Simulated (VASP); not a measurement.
Here is a VASP 6.6.1 calculation.

File INCAR:

```
SYSTEM = SrCl2
PREC = Accurate
ENCUT = 520
EDIFF = 1E-6
ISMEAR = 0
SIGMA = 0.05
LREAL = .False.
LASPH = .True.
NELM = 100
ALGO = Normal
ISIF = 2
LWAVE = .False.
LCHARG = .False.
GGA = PE
NBANDS = 19
```

Contents of KPOINTS:

```
regular mesh
0
Gamma
  6 6 6
  0 0 0
```

Contents of POSCAR:

```
SrCl2
1.0
    0.0000000000      3.5570961202      3.4446918828
    3.5570961202      0.0000000000      3.4446918828
    3.5570961202      3.5570961202      0.0000000000
Sr Cl
1 2
Direct
    0.0000000000      0.0000000000      0.0000000000
    0.2500000000      0.2500000000      0.2500000000
    0.7500000000      0.7500000000      0.7500000000
```

Potentials or basis: VASP PAW PBE potentials, release 64 (Sr_sv, Cl).

Command:

```sh
$ cat potpaw_PBE.64/Sr_sv/POTCAR potpaw_PBE.64/Cl/POTCAR > POTCAR
$ mpirun -np 1 vasp_std > vasp.out
```

Task: What does it give for the band gap on the k mesh?

Result: 5.08 eV (least direct gap 5.37 eV).

Task: Predict the pressure.

Result: 0.1 GPa.

Stress tensor (GPa, compression positive):
```
-0.41  0.00  0.00
 0.00 -0.41  0.00
 0.00  0.00  1.19
```

A k mesh can miss the band edges.
